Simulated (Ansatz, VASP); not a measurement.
# Two plane-wave programs on Ba

INCAR

```
SYSTEM = Ba
  ALGO = Normal
  EDIFF = 1E-6
  ENCUT = 520
  GGA = CA
  ISIF = 2
  ISMEAR = 0
  LASPH = .True.
  LCHARG = .True.
  LELF = .True.
  LREAL = .False.
  LVHAR = .True.
  LWAVE = .False.
  NBANDS = 11
  NELM = 100
  PREC = Accurate
  SIGMA = 0.15
```

KPOINTS

```
k-points
0
Gamma
  16 16 16
  0 0 0
```

POSCAR

```
Ba
1.0
    3.6541081827      0.0000000000      0.0000000000
    0.0000000000      3.6541081827      0.0000000000
    0.0000000000      0.0000000000      3.6541081827
Ba
1
Direct
    0.0000000000      0.0000000000      0.0000000000
```

Input for Ansatz:

```yaml
crystal:
  lattice:
    - [3.6541081827, 0.0, 0.0]
    - [0.0, 3.6541081827, 0.0]
    - [0.0, 0.0, 3.6541081827]
  atoms:
    - { symbol: Ba, position: [0.0, 0.0, 0.0] }
basis:
  ecutwfc: 420
kpoints:
  mp_grid: { grid: [16, 16, 16] }
hamiltonian:
  xc: lda
scf:
  occupations: { method: gaussian, width: 0.15 }
output:
  forces: true
  stress: true
  eigenvalues: true
```

Change from the starting cell: strain -0.015 along x and y, -0.015 along z, atoms carried along.

Alike in both runs: task single point; functional LDA; k mesh 16 × 16 × 16; occupations gaussian, width 0.15 eV; no spin polarisation.

|  | VASP | Ansatz |
| --- | --- | --- |
| version | VASP 6.6.1 | Ansatz 0.2.0 |
| potentials or method | VASP PAW LDA potentials, release 64 (Ba_sv), cutoff 520 eV | scalar-relativistic, plane waves, PAW |
| valence electrons in the cell | 10 | 10 |

Ansatz gave:

```
gap on the k mesh at the Fermi level (eV) : none
pressure (GPa)                            : 0.4
```

**Question.** Estimate VASP's values.

**Answer.** gap on the k mesh at the Fermi level (eV): none; pressure (GPa): 0.7.

LDA's correlation is that of Perdew and Zunger in VASP and of Perdew and Wang (1992) in Ansatz. A gap of «none» marks a metal or a gap that the smearing closes.

Spin-orbit coupling is off throughout.
